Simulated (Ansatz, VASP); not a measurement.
## Al4Si: VASP beside Ansatz

The input INCAR:

```
SYSTEM = Al4Si
  PREC = Accurate
  ENCUT = 520
  EDIFF = 1E-6
  ISMEAR = -1
  SIGMA = 0.1
  LREAL = .False.
  LASPH = .True.
  NELM = 100
  ALGO = Normal
  ISIF = 2
  LWAVE = .False.
  LCHARG = .False.
  LDIPOL = .True.
  IDIPOL = 3
  DIPOL = 0.5 0.5 0.500
  GGA = PS
  NBANDS = 16
```

File KPOINTS:

```
Automatic mesh
0
Gamma
  13 9 1
  0 0 0
```

POSCAR

```
Al4Si
1.0
    2.8388187244      0.0000000000      0.0000000000
    0.0000000000      4.0146959412      0.0000000000
    0.0000000000      0.0000000000     21.6776000000
Si Al
1 4
Direct
    0.0000000000      0.0000000000      0.3735785802
    0.5000000000      0.5000000000      0.4345880705
    0.0000000000      0.0000000000      0.4999999986
    0.5000000000      0.5000000000      0.5654119312
    0.0000000000      0.0000000000      0.6264214195
```

Input for Ansatz:

```yaml
crystal:
  lattice:
    - [2.8388187244, 0.0, 0.0]
    - [0.0, 4.0146959412, 0.0]
    - [0.0, 0.0, 21.6776]
  atoms:
    - { symbol: Si, position: [0.0, 0.0, 0.3735785802] }
    - { symbol: Al, position: [0.5, 0.5, 0.4345880705] }
    - { symbol: Al, position: [0.0, 0.0, 0.4999999986] }
    - { symbol: Al, position: [0.5, 0.5, 0.5654119312] }
    - { symbol: Al, position: [0.0, 0.0, 0.6264214195] }
kpoints:
  mp_grid: { grid: [13, 9, 1] }
scf:
  occupations: { method: fermi_dirac, width: 0.1 }
hamiltonian:
  xc: pbesol
  pseudopotentials: { kind: all_electron, lapw: { basis_error: 0.001 } }
output:
  forces: true
  stress: true
  eigenvalues: true
efield:
  axis: 3
  amplitude: 0
  dipole_correction: true
```

Alike in both runs: task single point; functional PBEsol; k mesh 13 × 9 × 1; occupations fermi-dirac, width 0.1 eV; no spin polarisation.

|  | VASP | Ansatz |
| --- | --- | --- |
| version | VASP 6.6.1 | Ansatz 0.2.0 |
| potentials or method | VASP PAW PBE potentials, release 64 (Si, Al), cutoff 520 eV | all-electron LAPW, scalar-relativistic |

```tsv
	VASP	Ansatz	Ansatz less VASP
rms of the force components (eV/Å)	0.249	0.249	+0.0002
```

VASP's potentials were made for PBE, not for PBEsol. Atom by atom the forces differ by 0.002 eV/Å (rms over components). Ansatz ran all-electron here, and VASP with PAW potentials.
